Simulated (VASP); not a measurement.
# SiC (F-43m) in VASP: notebook

SiC is run at these levels: PBE, r2SCAN; tasks: single point, relaxation of cell and atoms.

Everything below comes from runs of VASP 6.6.1. Logs are shortened: lines on timing, memory, paths and dates and some standing lists are left out, and cuts for length are marked.

**What was measured.**

“Insight into the structural, elastic and electronic properties of a new orthorhombic 6O-SiC polytype”, 2020, pmc:7200658 quotes, for a bulk crystal of SiC: band gap 2.4 eV (indirect).

The runs below are set against these values where they give the same quantity.

**1. The cell of the first run**

The structure is cubic, space group F-43m (No. 216). Conventional cell: a = 4.348 Å, b = 4.348 Å, c = 4.348 Å, α = 90.00°, β = 90.00°, γ = 90.00°. Within 2.5 Å of Si (site symmetry -43m) lie 4 C at 1.88 Å. Within 2.5 Å of C (site symmetry -43m) lie 4 Si at 1.88 Å.

**2. Single point, PBE**

The input, INCAR:

```
PREC     = Accurate       # precision mode
ENCUT    = 520            # plane-wave cutoff, eV
EDIFF    = 1E-6           # SCF threshold, eV
ISMEAR   = 0              # smearing method
SIGMA    = 0.1            # smearing width, eV
LREAL    = F              # projectors in reciprocal space
LASPH    = T              # aspherical terms in the spheres
NELM     = 60             # most SCF steps
ALGO     = Normal         # electronic algorithm
ISIF     = 2              # what is computed and relaxed
LWAVE    = F              # write WAVECAR
LCHARG   = F              # write CHGCAR
GGA      = PE             # functional
NBANDS   = 11             # bands
```

The input, KPOINTS:

```
Automatic mesh
0
Gamma
  6 6 6
```

The input, POSCAR:

```
SiC
1.0
    0.0000000000      2.1740000200      2.1740000200
    2.1740000200      0.0000000000      2.1740000200
    2.1740000200      2.1740000200      0.0000000000
Si C
1 1
Direct
    0.0000000000      0.0000000000      0.0000000000
    0.2500000000      0.2500000000      0.2500000000
```

Potentials or basis: VASP PAW PBE potentials, release 64 (Si, C).

Command:

```console
$ cat potpaw_PBE.64/Si/POTCAR potpaw_PBE.64/C/POTCAR > POTCAR
$ mpirun -np 1 vasp_std > vasp.out
```

OUTCAR:

```text
PREC = Accurate
   ENCUT = 520
   EDIFF = 1E-6
   ISMEAR = 0
   LREAL = F
   LASPH = T
   NELM = 60
   ISIF = 2
   GGA = PE

 ion  position               nearest neighbor table
   1  0.000  0.000  0.000-   2 1.88   2 1.88   2 1.88   2 1.88
   2  0.250  0.250  0.250-   1 1.88   1 1.88   1 1.88   1 1.88

  LATTYP: Found a face centered cubic cell.
 ALAT       =     4.3480000400

  Lattice vectors:

 A1 = (   0.0000000000,   2.1740000200,   2.1740000200)
 A2 = (   2.1740000200,   0.0000000000,   2.1740000200)
 A3 = (   2.1740000200,   2.1740000200,   0.0000000000)

Analysis of symmetry for initial positions (statically):
=====================================================================
 Subroutine PRICEL returns:
 Original cell was already a primitive cell.

 Routine SETGRP: Setting up the symmetry group for a
 face centered cubic supercell.

 Subroutine GETGRP returns: Found 24 space group operations
 (whereof 24 operations were pure point group operations)
 out of a pool of 48 trial point group operations.

The static configuration has the point symmetry T_d .

Analysis of symmetry for dynamics (positions and initial velocities):
=====================================================================
 Subroutine PRICEL returns:
 Original cell was already a primitive cell.

 Routine SETGRP: Setting up the symmetry group for a
 face centered cubic supercell.

 Subroutine GETGRP returns: Found 24 space group operations
 (whereof 24 operations were pure point group operations)
 out of a pool of 48 trial point group operations.

The dynamic configuration has the point symmetry T_d .

 Subroutine INISYM returns: Found 24 space group operations
 (whereof 24 operations are pure point group operations),
 and found     1 'primitive' translations

----------------------------------------------------------------------------------------

                                     Primitive cell

  volume of cell :      20.5498

  direct lattice vectors                    reciprocal lattice vectors
     0.000000000  2.174000020  2.174000020    -0.229990798  0.229990798  0.229990798
     2.174000020  0.000000000  2.174000020     0.229990798 -0.229990798  0.229990798
     2.174000020  2.174000020  0.000000000     0.229990798  0.229990798 -0.229990798

  length of vectors
     3.074500313  3.074500313  3.074500313     0.398355748  0.398355748  0.398355748

  position of ions in fractional coordinates (direct lattice)
     0.000000000  0.000000000  0.000000000
     0.250000000  0.250000000  0.250000000

  ion indices of the primitive-cell ions
   primitive index   ion index
                 1           1
                 2           2

----------------------------------------------------------------------------------------

 KPOINTS: Automatic mesh

Automatic generation of k-mesh.
 Grid dimensions read from file:
 generate k-points for:    6    6    6

 Generating k-lattice:

  Cartesian coordinates                     Fractional coordinates (reciprocal lattice)
    -0.038331800  0.038331800  0.038331800     0.166666667  0.000000000  0.000000000
     0.038331800 -0.038331800  0.038331800     0.000000000  0.166666667  0.000000000
     0.038331800  0.038331800 -0.038331800     0.000000000  0.000000000  0.166666667

  Length of vectors
     0.066392625  0.066392625  0.066392625

  Shift w.r.t. Gamma in fractional coordinates (k-lattice)
     0.000000000  0.000000000  0.000000000

 Subroutine IBZKPT returns following result:
 ===========================================

 Found     16 irreducible k-points:

 Following reciprocal coordinates:
            Coordinates               Weight
  0.000000  0.000000  0.000000      1.000000
  0.166667  0.000000  0.000000      8.000000
  0.333333  0.000000  0.000000      8.000000
  0.500000  0.000000  0.000000      4.000000
  0.166667  0.166667  0.000000      6.000000
  0.333333  0.166667  0.000000     24.000000
[... 8 lines left out ...]
 -0.333333  0.333333  0.166667     24.000000
 -0.333333  0.500000  0.166667     12.000000
   k-points           NKPTS =     16   k-points in BZ     NKDIM =     16   number of bands    NBANDS=     11
   number of dos      NEDOS =    301   number of ions     NIONS =      2
   total plane-waves  NPLWV =  13824
   dimension x,y,z NGX =    24 NGY =   24 NGZ =   24
   dimension x,y,z NGXF=    48 NGYF=   48 NGZF=   48
   ions per type =               1   1
   NGX,Y,Z   is equivalent  to a cutoff of  12.98, 12.98, 12.98 a.u.
   NGXF,Y,Z  is equivalent  to a cutoff of  25.95, 25.95, 25.95 a.u.
 SYSTEM =  unknown system
   PREC   = accura    normal or accurate (medium, high low for compatibility)
   ISTART =      0    job   : 0-new  1-cont  2-samecut
   ICHARG =      2    charge: 1-file 2-atom 10-const
   ISPIN  =      1    spin polarized calculation?
   LNONCOLLINEAR =      F non collinear calculations
   LSORBIT =      F    spin-orbit coupling
   LASPH  =      T    aspherical Exc in radial PAW
   ENCUT  =  520.0 eV  38.22 Ry    6.18 a.u.   5.72  5.72  5.72*2*pi/ulx,y,z
   NELM   =     60;   NELMIN=  2; NELMDL= -5     # of ELM steps
   EDIFF  = 0.1E-05   stopping-criterion for ELM
   LREAL  =      F    real-space projection
   EDIFFG = 0.1E-04   stopping-criterion for IOM
   NSW    =      0    number of steps for IOM
   IBRION =     -1    ionic relax: 0-MD 1-quasi-New 2-CG
   NFREE  =      0    steps in history (QN), initial steepest desc. (CG)
   ISIF   =      2    stress and relaxation
   ISYM   =      2    0-nonsym 1-usesym 2-fastsym
   POTIM  = 0.5000    time-step for ionic-motion
   TEBEG  =    0.0;   TEEND  =   0.0 temperature during run
   PSTRESS=    0.0 pullay stress
   NELECT =       8.0000    total number of electrons
   NUPDOWN=      -1.0000    fix difference up-down
   EMIN   =  10.00;   EMAX   =-10.00  energy-range for DOS
   EFERMI =   0.00;   METHOD = LEGACY
   ISMEAR =     0;   SIGMA  =   0.10  broadening in eV -4-tet -1-fermi 0-gaus
   EFERMI_NEDOS =   21; number of points for ismear=-14 and -15
   IALGO  =     38    algorithm
   IMIX   =      4    mixing-type and parameters
     AMIX     =   0.40;   BMIX     =  1.00
     AMIX_MAG =   1.60;   BMIX_MAG =  1.00
  volume/ion in A,a.u.               =      10.27        69.34
  Fermi-wavevector in a.u.,A,eV,Ry     =   1.195369  2.258920 19.441457  1.428907
  Thomas-Fermi vector in A             =   2.331336
   LORBIT       =      0    0 simple, 1 ext, 2 COOP (PROOUT), +10 PAW based schemes
   GGA     = PE    functional components
   LHFCALC =     F    Hartree Fock is set to
   AEXX    =    0.0000 exact exchange contribution
   IVDW    =     0    specifies the selected vdW correction
   LEPSILON=     F    determine dielectric tensor
   LRPA    =     F    only Hartree local field effects (RPA)
 non-spin polarized calculation
 Gauss-broadening in eV      SIGMA  =   0.10
  energy-cutoff  :      520.00
  volume of cell :       20.55
 maximum number of plane-waves:       568
   NGX = 11   NGY = 11   NGZ = 11

 number of electron       8.0000001 magnetization

 Free energy of the ion-electron system (eV)
  ---------------------------------------------------
  ext. energy  EPLUGINS =         0.00000000
  ---------------------------------------------------
  free energy    TOTEN  =       -15.04347778 eV

  energy without entropy =      -15.04347778  energy(sigma->0) =      -15.04347778

 E-fermi :   8.6454     XC(G=0): -11.3844

 val. band max:        8.1920570367   @ k =   0.0000   0.0000   0.0000
 cond. band min:       9.5363525591   @ k =   0.5000   0.5000   0.0000
 fundamental gap:      1.3442955224
 Fermi energy:         8.6453572770

 k-point     1 :       0.0000    0.0000    0.0000
  band No.  band energies     occupation
      1      -7.2689      2.00000
      2       8.1921      2.00000
      3       8.1921      2.00000
      4       8.1921      2.00000
      5      14.5055      0.00000
      6      15.5410      0.00000
      7      15.5410      0.00000
      8      15.5410      0.00000
      9      22.7325      0.00000
     10      22.7325      0.00000
     11      24.7743      0.00000

 k-point     2 :       0.1667    0.0000    0.0000
  band No.  band energies     occupation
      1      -6.7266      2.00000
      2       5.8159      2.00000
      3       7.8616      2.00000
      4       7.8616      2.00000
      5      14.5943      0.00000
      6      16.0603      0.00000
      7      16.0603      0.00000
      8      16.6076      0.00000
      9      21.1916      0.00000
     10      21.1916      0.00000
     11      23.9084      0.00000

 k-point     3 :       0.3333    0.0000    0.0000
  band No.  band energies     occupation
      1      -5.1904      2.00000
      2       1.9941      2.00000
      3       7.3469      2.00000
      4       7.3469      2.00000
      5      13.9361      0.00000
      6      15.8644      0.00000
      7      15.8644      0.00000
      8      18.1592      0.00000
      9      22.5164      0.00000
     10      22.5164      0.00000
     11      23.5221      0.00000

 k-point     4 :       0.5000    0.0000    0.0000
  band No.  band energies     occupation
      1      -3.6755      2.00000
      2      -0.3845      2.00000
      3       7.1380      2.00000
      4       7.1380      2.00000
      5      13.6848      0.00000
      6      15.4406      0.00000
      7      15.4406      0.00000
      8      18.2819      0.00000
      9      24.4717      0.00000
     10      25.4923      0.00000
     11      25.4923      0.00000

 k-point     5 :       0.1667    0.1667    0.0000
  band No.  band energies     occupation
      1      -6.5454      2.00000
      2       6.3999      2.00000
      3       7.0794      2.00000
      4       7.0794      2.00000
      5      13.7654      0.00000
      6      15.5953      0.00000
      7      17.2854      0.00000
      8      17.2854      0.00000
      9      19.0642      0.00000
     10      23.5500      0.00000
     11      26.9722      0.00000
[... 99 lines left out ...]
 k-point    13 :       0.5000    0.5000    0.0000
  band No.  band energies     occupation
      1      -2.2163      2.00000
      2       0.3715      2.00000
      3       4.9915      2.00000
      4       4.9915      2.00000
      5       9.5364      0.00000
      6      12.5324      0.00000
      7      22.3048      0.00000
      8      22.3048      0.00000
      9      23.0721      0.00000
     10      28.3732      0.00000
     11      30.4595      0.00000

 k-point    14 :       0.5000    0.3333    0.1667
  band No.  band energies     occupation
      1      -3.8987      2.00000
      2       2.2254      2.00000
      3       4.0725      2.00000
      4       5.7623      2.00000
      5      13.0969      0.00000
      6      15.9803      0.00000
      7      16.8275      0.00000
      8      19.9291      0.00000
      9      21.5791      0.00000
     10      25.0551      0.00000
     11      28.8871      0.00000

 k-point    15 :      -0.3333    0.3333    0.1667
  band No.  band energies     occupation
      1      -2.5861      2.00000
      2       0.7926      2.00000
      3       3.4590      2.00000
      4       5.0552      2.00000
      5      13.3207      0.00000
      6      16.1291      0.00000
      7      18.5723      0.00000
      8      19.5206      0.00000
      9      21.1798      0.00000
     10      24.7216      0.00000
     11      29.4545      0.00000

 k-point    16 :      -0.3333    0.5000    0.1667
  band No.  band energies     occupation
      1      -2.0448      2.00000
      2       0.8875      2.00000
      3       3.6594      2.00000
      4       3.7842      2.00000
      5      12.1874      0.00000
      6      15.3194      0.00000
      7      19.0820      0.00000
      8      20.4695      0.00000
      9      22.4552      0.00000
     10      25.9733      0.00000
     11      29.4545      0.00000

------------------------ aborting loop because EDIFF is reached ----------------------------------------

  FORCE on cell =-STRESS in cart. coord.  units (eV):
  Direction    XX          YY          ZZ          XY          YZ          ZX
  --------------------------------------------------------------------------------------
  -------------------------------------------------------------------------------------
  Total        0.6188065      0.6188065      0.6188065     -0.0000000     -0.0000000      0.0000000
  in kB       48.2454997     48.2454997     48.2454997     -0.0000000     -0.0000000      0.0000000
  external PRESSURE =      48.2454997 kB  Pullay stress =       0.0000000 kB

 VOLUME and BASIS-vectors are now :
 -----------------------------------------------------------------------------
  energy-cutoff  :      520.00
  volume of cell :       20.55
      direct lattice vectors                 reciprocal lattice vectors
     0.000000000  2.174000020  2.174000020    -0.229990798  0.229990798  0.229990798
     2.174000020  0.000000000  2.174000020     0.229990798 -0.229990798  0.229990798
     2.174000020  2.174000020  0.000000000     0.229990798  0.229990798 -0.229990798

 POSITION                                       TOTAL-FORCE (eV/Angst)
 -----------------------------------------------------------------------------------
      0.00000      0.00000      0.00000         0.000000     -0.000000      0.000000
      1.08700      1.08700      1.08700        -0.000000      0.000000     -0.000000
 -----------------------------------------------------------------------------------
    total drift:                                0.000000      0.000000      0.000000

  FREE ENERGIE OF THE ION-ELECTRON SYSTEM (eV)
  ---------------------------------------------------
  free  energy   TOTEN  =       -15.0434777842 eV

  energy  without entropy=      -15.0434777842  energy(sigma->0) =      -15.04347778
```

It took 3.6 s on 1 thread of AMD EPYC 9R14 (Zen 4), shared host; peak memory 0.1 GiB.

What came out:

```yaml
Free_energy: -15.0435 eV
Pressure: 4.8 GPa
Band_gap_on_the_k_mesh: 1.34 eV, indirect (least direct gap 4.54 eV)
```

**3. Single point, PBE**

This run uses another cell than the first one, of 10.50 Å³/atom, 1.022 times its volume.

The input, INCAR:

```
SYSTEM = SiC
PREC = Accurate ; ENCUT = 520
EDIFF = 1E-7 ; ISMEAR = 0
SIGMA = 0.1 ; LREAL = .FALSE.
LASPH = .TRUE. ; NELM = 60
ALGO = Normal ; ISIF = 2
LWAVE = .FALSE. ; LCHARG = .FALSE.
GGA = PE ; NBANDS = 11
```

The input, KPOINTS:

```
regular mesh
0
G
  6 6 6
  0 0 0
```

The input, POSCAR:

```
SiC
1.0
    0.0000000000      2.1895502410      2.1895502410
    2.1895502410      0.0000000000      2.1895502410
    2.1895502410      2.1895502410      0.0000000000
Si C
1 1
Direct
    0.0000000000      0.0000000000      0.0000000000
    0.2500000000      0.2500000000      0.2500000000
```

Potentials or basis: VASP PAW PBE potentials, release 64 (Si, C).

Command:

```console
$ cat potpaw_PBE.64/Si/POTCAR potpaw_PBE.64/C/POTCAR > POTCAR
$ mpirun -np 1 vasp_std > vasp.out
```

OUTCAR:

```text
SYSTEM = SiC
   PREC = Accurate
   ENCUT = 520
   EDIFF = 1E-7
   ISMEAR = 0
   LREAL = .FALSE.
   LASPH = .TRUE.
   NELM = 60
   ISIF = 2
   GGA = PE

 ion  position               nearest neighbor table
   1  0.000  0.000  0.000-   2 1.90   2 1.90   2 1.90   2 1.90
   2  0.250  0.250  0.250-   1 1.90   1 1.90   1 1.90   1 1.90

  LATTYP: Found a face centered cubic cell.
 ALAT       =     4.3791004820

  Lattice vectors:

 A1 = (   0.0000000000,   2.1895502410,   2.1895502410)
 A2 = (   2.1895502410,   0.0000000000,   2.1895502410)
 A3 = (   2.1895502410,   2.1895502410,   0.0000000000)

Analysis of symmetry for initial positions (statically):
=====================================================================
 Subroutine PRICEL returns:
 Original cell was already a primitive cell.

 Routine SETGRP: Setting up the symmetry group for a
 face centered cubic supercell.

 Subroutine GETGRP returns: Found 24 space group operations
 (whereof 24 operations were pure point group operations)
 out of a pool of 48 trial point group operations.

The static configuration has the point symmetry T_d .

Analysis of symmetry for dynamics (positions and initial velocities):
[... 160 lines left out ...]
      2       7.9527      2.00000
      3       7.9527      2.00000
      4       7.9527      2.00000
      5      14.0157      0.00000
      6      15.1537      0.00000
      7      15.1537      0.00000
      8      15.1537      0.00000
      9      22.3685      0.00000
     10      22.3685      0.00000
     11      24.2042      0.00000
[... 197 lines left out ...]
 k-point    16 :      -0.3333    0.5000    0.1667
  band No.  band energies     occupation
      1      -2.2250      2.00000
      2       0.6945      2.00000
      3       3.4965      2.00000
      4       3.6189      2.00000
      5      11.9263      0.00000
      6      14.9567      0.00000
      7      18.6555      0.00000
      8      20.0151      0.00000
      9      21.9603      0.00000
     10      25.5178      0.00000
     11      28.8367      0.00000

------------------------ aborting loop because EDIFF is reached ----------------------------------------

  FORCE on cell =-STRESS in cart. coord.  units (eV):
  Direction    XX          YY          ZZ          XY          YZ          ZX
  --------------------------------------------------------------------------------------
  -------------------------------------------------------------------------------------
  Total        0.0103794      0.0103794      0.0103794      0.0000000      0.0000000      0.0000000
  in kB        0.7921168      0.7921168      0.7921168      0.0000000      0.0000000      0.0000000
  external PRESSURE =       0.7921168 kB  Pullay stress =       0.0000000 kB

 VOLUME and BASIS-vectors are now :
 -----------------------------------------------------------------------------
  energy-cutoff  :      520.00
  volume of cell :       20.99
      direct lattice vectors                 reciprocal lattice vectors
     0.000000000  2.189550241  2.189550241    -0.228357400  0.228357400  0.228357400
     2.189550241  0.000000000  2.189550241     0.228357400 -0.228357400  0.228357400
     2.189550241  2.189550241  0.000000000     0.228357400  0.228357400 -0.228357400

 POSITION                                       TOTAL-FORCE (eV/Angst)
 -----------------------------------------------------------------------------------
      0.00000      0.00000      0.00000        -0.000000     -0.000000      0.000000
      1.09478      1.09478      1.09478         0.000000      0.000000     -0.000000
 -----------------------------------------------------------------------------------
    total drift:                                0.000000      0.000000      0.000000

  FREE ENERGIE OF THE ION-ELECTRON SYSTEM (eV)
  ---------------------------------------------------
  free  energy   TOTEN  =       -15.0502915291 eV

  energy  without entropy=      -15.0502915291  energy(sigma->0) =      -15.05029153
```

Wall time 4 s (1 thread of AMD EPYC 9R14 (Zen 4), shared host); peak memory 0.1 GiB.

Results:

```
Free energy            : -15.0503 eV
Pressure               : 0.1 GPa
Band gap on the k mesh : 1.36 eV, indirect (least direct gap 4.52 eV)
```

[end of part 1 of 2]
